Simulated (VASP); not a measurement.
Write the native input for VASP 6.6.1 that does the following.

| Quantity | Value |
| --- | --- |
| Task | single point |
| Functional | r2SCAN |
| Potentials or basis | VASP PAW PBE potentials, release 64 (C_h, Si) |
| Cutoff | 910 eV |
| k mesh | 9 × 9 × 4 |
| Occupations | gaussian, width 0.01 eV |
| Spin | no spin polarisation |
| Dipole correction | no |
| Further INCAR settings | ALGO = Normal; EDIFF = 1e-06; NBANDS = 21 |

SiC5:

```
CELL_PARAMETERS angstrom
2.72473 0.00000 0.00000
-1.36237 2.35969 0.00000
0.00000 0.00000 6.74512
ATOMIC_POSITIONS crystal
C 0.00000 0.00000 0.97209
C 0.66667 0.33333 0.66968
C 0.33333 0.66667 0.36564
C 0.66667 0.33333 0.89629
C 0.33333 0.66667 0.59295
Si 0.00000 0.00000 0.25335
```

These files were run (other wordings do the same):

POSCAR

```
SiC5
1.0
    2.7247302423      0.0000000000      0.0000000000
   -1.3623651212      2.3596856083      0.0000000000
    0.0000000000      0.0000000000      6.7451248089
C Si
5 1
Direct
    0.0000000000      0.0000000000     -0.0279056134
    0.6666666667      0.3333333333      0.6696755148
    0.3333333333      0.6666666667      0.3656409587
    0.6666666667      0.3333333333      0.8962861346
    0.3333333333      0.6666666667      0.5929510660
    0.0000000000      0.0000000000      0.2533519394
```

INCAR.step1

```
SYSTEM = SiC5
PREC = Accurate
ENCUT = 910
ISMEAR = 0
SIGMA = 0.01
LREAL = .FALSE.
LASPH = .TRUE.
NELM = 120
NBANDS = 21
GGA = PE
ALGO = Normal
EDIFF = 1E-5
LWAVE = .TRUE.
LCHARG = .FALSE.
GGA_COMPAT = .FALSE.
```

INCAR.step2

```
SYSTEM = SiC5
PREC = Accurate
ENCUT = 910
EDIFF = 1E-6
ISMEAR = 0
SIGMA = 0.01
LREAL = .FALSE.
LASPH = .TRUE.
NELM = 120
ALGO = Normal
ISIF = 2
LWAVE = .FALSE.
LCHARG = .FALSE.
METAGGA = R2SCAN
LMIXTAU = .TRUE.
NBANDS = 21
ISTART = 1
GGA_COMPAT = .FALSE.
```

KPOINTS

```
Automatic mesh
0
G
  9 9 4
  0 0 0
```

Potentials or basis: VASP PAW PBE potentials, release 64 (C_h, Si).

Run with:

```bash
$ cat potpaw_PBE.64/C_h/POTCAR potpaw_PBE.64/Si/POTCAR > POTCAR
$ cp INCAR.step1 INCAR
$ mpirun -np 1 vasp_std > vasp.out
$ cp INCAR.step2 INCAR
$ mpirun -np 1 vasp_std > vasp.out
```

Results of the run:

```json
{"Pressure": "-0.6 GPa", "Largest force": "0.058 eV/Å", "Band gap on the k mesh": "1.84 eV (least direct gap 3.74 eV)"}
```

Caveat: the cutoff is under 1.25 times the usual one of these potentials, so pressure, stress and relaxed cells hold a basis-set (Pulay) error; the PAW data sets were made with another functional, which shifts forces and pressure a little; an odd mesh through Γ misses points on the zone boundary, where band edges can lie.

It took 4.3 min on 1 thread of Intel(R) Xeon(R) Platinum 8375C CPU @ 2.90GHz (Ice Lake), on a shared host, peak memory 0.27 GiB.
